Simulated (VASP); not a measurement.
Write the native input for VASP 6.6.1 that does the following.

```
Task                   : relaxation of cell and atoms
Functional             : PBE
Potentials or basis    : VASP PAW PBE potentials, release 64 (Mg, Zn, Te, Se)
Cutoff                 : 600 eV
k mesh                 : 6 × 6 × 2
Occupations            : gaussian, width 0.1 eV
Spin                   : no spin polarisation
Dipole correction      : no
Further INCAR settings : ALGO = Normal; EDIFF = 1e-06; IBRION = 2; EDIFFG = -0.04; NSW = 90; ISIF = 3
```

The structure of MgZn2TeSe2 lies in POSCAR:

```
MgZn2TeSe2
1.0
    4.1950726600      0.0000000000      0.0000000000
   -2.0975363300      3.6330395000      0.0000000000
    0.0000000000      0.0000000000      8.9762794700
Mg Zn Te Se
1 2 1 2
Direct
    0.0000000000      0.0000000000      0.5000000000
    0.6666666700      0.3333333300      0.2435020100
    0.3333333300      0.6666666700      0.7564979900
    0.0000000000      0.0000000000      0.0000000000
    0.6666666700      0.3333333300      0.7625210300
    0.3333333300      0.6666666700      0.2374789700
```

The cell was generated, and may not be a known phase.

The input as run:

INCAR

```
PREC = Accurate ; ENCUT = 600
EDIFF = 1E-6 ; ISMEAR = 0
SIGMA = 0.1 ; LREAL = F
LASPH = T ; NELM = 80
ALGO = Normal ; ISIF = 3
LWAVE = F ; LCHARG = F
GGA = PE ; IBRION = 2
NSW = 90 ; EDIFFG = -0.04
```

KPOINTS

```
regular mesh
0
Gamma
  6 6 2
```

Potentials or basis: VASP PAW PBE potentials, release 64 (Mg, Zn, Te, Se).

Launch:

```bash
$ cat potpaw_PBE.64/Mg/POTCAR potpaw_PBE.64/Zn/POTCAR potpaw_PBE.64/Te/POTCAR potpaw_PBE.64/Se/POTCAR > POTCAR
$ mpirun -np 1 vasp_std > vasp.out
```

It gave:

* Relaxed volume: 21.50 Å³/atom
* Relaxed cell: a = 3.918 Å, b = 3.918 Å, c = 9.701 Å, α = 90.00°, β = 90.00°, γ = 120.00°
* Space group after relaxing (to 0.1 Å): P-3m1 (No. 164)
* Energy gained by relaxing: 667.0 meV/atom
* Ionic steps: 22
* Pressure after relaxing: 0.0 GPa
* Largest force after relaxing: 0.013 eV/Å
* Band gap on the k mesh: zero (bands 22 and 23 overlap by 1.00 eV)

Caveat: spin-orbit coupling is left out, which moves the levels of the heavy elements.

It took 12 min on 1 thread of Intel(R) Xeon(R) Platinum 8488C (Sapphire Rapids), on a shared host, peak memory 0.37 GiB.
